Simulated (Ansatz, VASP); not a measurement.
# Two plane-wave programs on BaTlBr3

File POSCAR:

```
BaTlBr3
1.0
    6.2293863489      0.0000000000      0.0000000000
    0.0000000000      6.2293863489      0.0000000000
    0.0000000000      0.0000000000      6.2293863489
Tl Ba Br
1 1 3
Direct
    0.0000000000      0.0000000000      0.0000000000
    0.5000000000      0.5000000000      0.5000000000
    0.5000000000      0.5000000000      0.0000000000
    0.5000000000      0.0000000000      0.5000000000
    0.0000000000      0.5000000000      0.5000000000
```

The input INCAR.step1:

```
SYSTEM = BaTlBr3
PREC = Accurate
ENCUT = 520
EDIFF = 1E-5
ISMEAR = 0
SIGMA = 0.01
LREAL = .False.
LASPH = .True.
NELM = 100
ALGO = Normal
ISIF = 2
LWAVE = .True.
LCHARG = .False.
NBANDS = 30
GGA = PE
```

INCAR.step2

```
SYSTEM = BaTlBr3
PREC = Accurate
ENCUT = 520
EDIFF = 1E-6
ISMEAR = 0
SIGMA = 0.01
LREAL = .False.
LASPH = .True.
NELM = 100
ALGO = Normal
ISIF = 2
LWAVE = .False.
LCHARG = .False.
GGA = PE
LHFCALC = .True.
HFSCREEN = 0.2079
PRECFOCK = Fast
NBANDS = 30
ISTART = 1
```

Contents of KPOINTS:

```
regular mesh
0
Gamma
  2 2 2
  0 0 0
```

Input for Ansatz:

```yaml
crystal:
  lattice:
    - [6.2293863489, 0.0, 0.0]
    - [0.0, 6.2293863489, 0.0]
    - [0.0, 0.0, 6.2293863489]
  atoms:
    - { symbol: Tl, position: [0.0, 0.0, 0.0] }
    - { symbol: Ba, position: [0.5, 0.5, 0.5] }
    - { symbol: Br, position: [0.5, 0.5, 0.0] }
    - { symbol: Br, position: [0.5, 0.0, 0.5] }
    - { symbol: Br, position: [0.0, 0.5, 0.5] }
kpoints:
  mp_grid: { grid: [2, 2, 2] }
  band_path:
    path:
      - [0.0, 0.0, 0.0]
      - [0.0, 0.5, 0.0]
      - [0.5, 0.5, 0.0]
      - [0.5, 0.5, 0.5]
      - [0.0, 0.0, 0.5]
    npoints: 1
hamiltonian:
  xc: hse06
scf:
  occupations: { method: fixed }
  n_extra_bands: 5
output:
  forces: true
  stress: true
  eigenvalues: true
```

Alike in both runs: task single point; functional HSE06; k mesh 2 × 2 × 2; no spin polarisation.

|  | VASP | Ansatz |
| --- | --- | --- |
| version | VASP 6.6.1 | Ansatz 0.2.0 |
| potentials or method | VASP PAW PBE potentials, release 64 (Tl_d, Ba_sv, Br) | plane waves, PAW |
| plane-wave cutoff (eV) | 520 | 420 |
| occupations | gaussian, width 0.01 eV | fixed |
| valence electrons in the cell | 44 | 44 |

VASP gave:

| Quantity | Value |
| --- | --- |
| gap on the k mesh at the Fermi level (eV) | 4.05 |
| pressure (GPa) | 0.7 |

Question: Estimate Ansatz's values.

Answer: gap on the k mesh at the Fermi level (eV): 4.04; pressure (GPa): 0.4.

Ansatz's warnings: stress exchange threshold loose, stress scf threshold loose.

The k mesh is coarse, so the values compare programs but aren't converged. Neither program's run includes spin-orbit coupling.
